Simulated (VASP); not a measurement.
Runs of VASP 6.6.1 on CdS. The structure is that of space group F-43m (No. 216), or close to it. The cells are those of the table. 

```csv
task,spin,cell,cutoff (eV),gap on the mesh (eV),pressure (GPa),moment (μB)
single point,"non-collinear, zero start, SOC","a = 3.896 Å, angles 60.0, 60.0, 90.0°, 2 atoms",520,-,15.7,0.00
single point,off,"a = 4.077 Å, angles 60.0, 60.0, 90.0°, 2 atoms",520,1.08,2.5,-
relaxation of cell and atoms,off,"relaxed to 15 GPa from a = 4.119 Å, angles 60.0, 60.0, 90.0°, 2 atoms",600,1.33,15.0,-
single point,"non-collinear, zero start, SOC","a = 3.954 Å, angles 60.0, 60.0, 90.0°, 2 atoms",520,-,(b),0.00
single point,off,"a = 4.167 Å, angles 60.0, 60.0, 90.0°, 2 atoms",520,0.94,-1.7,-
relaxation of cell and atoms,off,"relaxed to -2 GPa from a = 4.119 Å, angles 60.0, 60.0, 90.0°, 2 atoms",600,(a),-2.0,-
relaxation of cell and atoms,off,"relaxed to 7 GPa from a = 4.119 Å, angles 60.0, 60.0, 90.0°, 2 atoms",600,1.19,7.0,-
relaxation of cell and atoms,off,"relaxed to 10 GPa from a = 4.119 Å, angles 60.0, 60.0, 90.0°, 2 atoms",600,1.25,10.0,-
```

Alike in all rows: level PBEsol; potentials or basis VASP PAW PBE potentials, release 64 (Cd, S); k mesh 8 × 8 × 8; smearing gaussian 0.01 eV.

Fill in the values left out.

(a) 0.93; (b) 10.6.

Caveats: the PAW data sets were made with another functional, which shifts forces and pressure a little; the cell is relaxed towards a set pressure, so the run minimises the enthalpy, not the energy (at least some runs); the cell stands under pressure (at least some runs).

A k mesh can miss the band edges, and rows without SOC leave out spin-orbit coupling on Cd.
